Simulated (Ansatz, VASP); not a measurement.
Sn: VASP beside Ansatz

File POSCAR:

```
Sn
1.0
    0.0000000000      3.1451811360      3.1451811360
    3.1451811360      0.0000000000      3.1451811360
    3.1451811360      3.1451811360      0.0000000000
Sn
2
Direct
    0.5000000000      0.5000000000      0.5000000000
    0.7500000000      0.7500000000      0.7500000000
```

INCAR.step1

```
SYSTEM = Sn
ALGO = Normal
EDIFF = 1E-4
ENCUT = 520
GGA = PE
ISMEAR = 0
LASPH = .True.
LCHARG = .False.
LREAL = .False.
LWAVE = .True.
NBANDS = 21
NELM = 60
PREC = Accurate
SIGMA = 0.1
```

Contents of INCAR.step2:

```
SYSTEM = Sn
ALGO = Normal
EDIFF = 1E-6
ENCUT = 520
ISIF = 2
ISMEAR = 0
ISTART = 1
LASPH = .True.
LCHARG = .True.
LELF = .True.
LMIXTAU = .True.
LREAL = .False.
LVHAR = .True.
LWAVE = .False.
METAGGA = R2SCAN
NBANDS = 21
NELM = 60
PREC = Accurate
SIGMA = 0.1
```

The input KPOINTS:

```
k-points
0
Gamma
  12 12 12
  0 0 0
```

Input for Ansatz:

```yaml
crystal:
  lattice:
    - [0.0, 3.145181136, 3.145181136]
    - [3.145181136, 0.0, 3.145181136]
    - [3.145181136, 3.145181136, 0.0]
  atoms:
    - { symbol: Sn, position: [0.5, 0.5, 0.5] }
    - { symbol: Sn, position: [0.75, 0.75, 0.75] }
basis:
  ecutwfc: 500
kpoints:
  mp_grid: { grid: [12, 12, 12] }
hamiltonian:
  xc: r2scan
scf:
  occupations: { method: gaussian, width: 0.1 }
output:
  forces: true
  stress: true
  eigenvalues: true
```

Alike in both runs: task single point; functional r2SCAN; k mesh 12 × 12 × 12; occupations gaussian, width 0.1 eV; no spin polarisation.

```csv
,VASP,Ansatz
version,VASP 6.6.1,Ansatz 0.2.0
potentials or method,"VASP PAW PBE potentials, release 64 (Sn_d), cutoff 520 eV","scalar-relativistic, plane waves, PAW"
valence electrons in the cell,28,28
```

|  | VASP | Ansatz | Ansatz less VASP |
| --- | --- | --- | --- |
| gap on the k mesh at the Fermi level (eV) | 0.35 | 0.34 | -0.002 |
| least direct gap on the mesh (eV) | 0.35 | 0.34 | -0.002 |
| pressure (GPa) | 7.5 | 7.5 | 0.00 |

VASP's potentials were made for PBE, not for r2SCAN. The functional is the same, so the differences come from potentials, cutoffs and numerics.
